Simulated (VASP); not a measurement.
Here is a VASP 6.6.1 calculation.

File INCAR:

```
SYSTEM = C
ALGO     = Normal         ! electronic algorithm
EDIFF    = 1E-6           ! SCF threshold, eV
ENCUT    = 520            ! plane-wave cutoff, eV
GGA      = CA             ! functional
ISIF     = 2              ! what is computed and relaxed
ISMEAR   = 0              ! smearing method
LASPH    = .True.         ! aspherical terms in the spheres
LCHARG   = .False.        ! write CHGCAR
LREAL    = .False.        ! projectors in reciprocal space
LWAVE    = .False.        ! write WAVECAR
NBANDS   = 11             ! bands
NELM     = 100            ! most SCF steps
PREC     = Accurate       ! precision mode
SIGMA    = 0.05           ! smearing width, eV
```

File KPOINTS:

```
k-points
0
Gamma
  12 12 12
  0 0 0
```

File POSCAR:

```
C
1.0
    0.0000000000      1.9489687552      1.7966710835
    1.5516704812      0.0000000000      1.7966710835
    1.5516704812      1.9489687552      0.0000000000
C
2
Direct
    0.5000000000      0.5000000000      0.5000000000
    0.7500000000      0.7500000000      0.7500000000
```

Potentials or basis: VASP PAW LDA potentials, release 64 (C).

Command:

```bash
$ cat potpaw_LDA.64/C/POTCAR > POTCAR
$ mpirun -np 1 vasp_std > vasp.out
```

Estimate the band gap on the k mesh.

zero (band 4 reaches 12.07 eV, above the bottom of band 5 at 11.74 eV).

Estimate the pressure.

8.5 GPa.

Stress tensor (GPa, compression positive):
```
108.28   0.00   0.00
  0.00 -95.24   0.00
  0.00   0.00  12.34
```

Caveat: the cell differs from its parent crystal (strain +e along x and -e along y -0.1125, strain +e along z and -e/2 along x and y +0.0175).
